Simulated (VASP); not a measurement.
# MgGe2N3: relaxation of cell and atoms with PBE

The system is MgGe2N3.

```
Mg Ge N
1.0
     3.06094    0.00000    0.00000
    -1.53047    2.65085    0.00000
     0.00000    0.00000    7.60056
Mg Ge N
1 2 3
Cartesian
  0.0000 0.0000 0.0000
  0.0000 1.7672 2.4907
  1.5305 0.8836 5.1098
  1.5305 0.8836 1.3812
  0.0000 1.7672 6.2194
  0.0000 0.0000 3.8003
```

| Item | Value |
| --- | --- |
| Program | VASP 6.6.1 |
| Task | relaxation of cell and atoms |
| Functional | PBE |
| Potentials or basis | VASP PAW PBE potentials, release 64 (Mg, Ge_d, N) |
| Cutoff | 600 eV |
| k mesh | 12 × 12 × 4 |
| Occupations | gaussian, width 0.1 eV |
| Spin | no spin polarisation |
| Dipole correction | no |
| Further INCAR settings | ALGO = Normal; EDIFF = 1e-06; IBRION = 2; EDIFFG = -0.01; NSW = 100; ISIF = 3 |

The relaxed volume is 10.25 Å³/atom, the relaxed cell is a = 3.062 Å, b = 3.062 Å, c = 7.578 Å, α = 90.00°, β = 90.00°, γ = 120.00° and the space group after relaxing (to 0.05 Å) is P-3m1 (No. 164). The energy gained by relaxing is 0.1 meV/atom. The ionic steps are 9. The pressure after relaxing is 0.0 GPa. The largest force after relaxing is 0.007 eV/Å.

Forces in eV/Å, atoms in the order of the input:
```
Mg   0.000  0.000  0.000
Ge   0.000  0.000 -0.007
Ge   0.000  0.000  0.007
N    0.000  0.000 -0.001
N    0.000  0.000  0.001
N    0.000  0.000  0.000
```

Step by step:
| step | energy change (eV) | largest force (eV/Å) | pressure (GPa) | volume (Å³) |
| --- | --- | --- | --- | --- |
| 1 | 0.0000 | 0.0589 | -0.39 | 61.67 |
| 2 | -0.0005 | 0.0622 | 0.20 | 61.45 |
| 3 | -0.0007 | 0.0264 | 0.06 | 61.51 |
| 4 | -0.0007 | 0.0241 | 0.10 | 61.52 |
| 5 | -0.0005 | 0.0177 | -0.18 | 61.60 |
| 6 | -0.0007 | 0.0208 | 0.04 | 61.53 |
| 7 | -0.0007 | 0.0230 | 0.01 | 61.52 |
| 8 | -0.0008 | 0.0125 | 0.02 | 61.52 |
| 9 | -0.0008 | 0.0068 | 0.01 | 61.52 |

Final structure:
```
CELL_PARAMETERS angstrom
3.06174 0.00000 0.00000
-1.53087 2.65154 0.00000
0.00000 0.00000 7.57774
ATOMIC_POSITIONS crystal
Mg 0.00000 0.00000 0.00000
Ge 0.33333 0.66667 0.32755
Ge 0.66667 0.33333 0.67245
N 0.66667 0.33333 0.18180
N 0.33333 0.66667 0.81820
N 0.00000 0.00000 0.50000
```

Levels at points of the mesh, in eV from the Fermi level:
| k point | band 18 | band 19 | band 20 | band 21 | band 22 | band 23 | band 24 | band 25 | band 26 | band 27 |
| --- | --- | --- | --- | --- | --- | --- | --- | --- | --- | --- |
| (0.00, 0.00, 0.00) | -2.88 | -2.88 | -2.74 | -2.74 | -2.64 | -1.14 | 1.63 | 1.83 | 5.19 | 5.19 |
| (0.50, 0.00, 0.00) | -5.13 | -4.99 | -4.19 | -3.92 | -3.04 | -2.46 | 1.75 | 2.93 | 4.45 | 4.49 |
| (0.00, 0.00, 0.50) | -3.00 | -2.84 | -2.84 | -2.79 | -2.79 | 0.28 | 1.19 | 1.72 | 5.14 | 5.14 |
| (0.50, 0.00, 0.50) | -5.80 | -5.25 | -4.41 | -2.90 | -2.87 | -1.67 | 1.03 | 2.06 | 4.82 | 5.77 |

Wall time 10 min on 1 thread of Oxide Virtual Turin-like Processor (shared host), peak memory 0.26 GiB.
